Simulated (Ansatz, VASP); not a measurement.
One calculation of Br, two programs

```
CELL_PARAMETERS angstrom
-1.28677 1.72000 3.57799
1.28677 -1.72000 3.57799
1.28677 1.72000 -3.57799
ATOMIC_POSITIONS crystal
Br 0.00000 0.00000 0.00000
```

Alike in both runs: task single point; functional PBE; k mesh 4 × 4 × 4; occupations methfessel-paxton of order 1, width 0.015 eV; no spin polarisation.

```csv
,VASP,Ansatz
version,VASP 6.6.1,Ansatz 0.2.0
potentials or method,"VASP PAW PBE potentials, release 64 (Br)","scalar-relativistic, plane waves, norm-conserving potentials"
plane-wave cutoff (eV),500,626
valence electrons in the cell,7,7
```

|  | VASP | Ansatz | Ansatz less VASP |
| --- | --- | --- | --- |
| gap on the k mesh at the Fermi level (eV) | none | none | - |
| pressure (GPa) | 3.4 | 3.4 | 0.00 |
| traceless stress, the component that is largest in VASP (GPa) | 8.24 | 8.18 | -0.058 |

A gap of «none» marks a metal or a gap that the smearing closes. The functional is the same, so the differences come from potentials, cutoffs and numerics.

The k mesh is coarse, so the values compare programs but aren't converged.
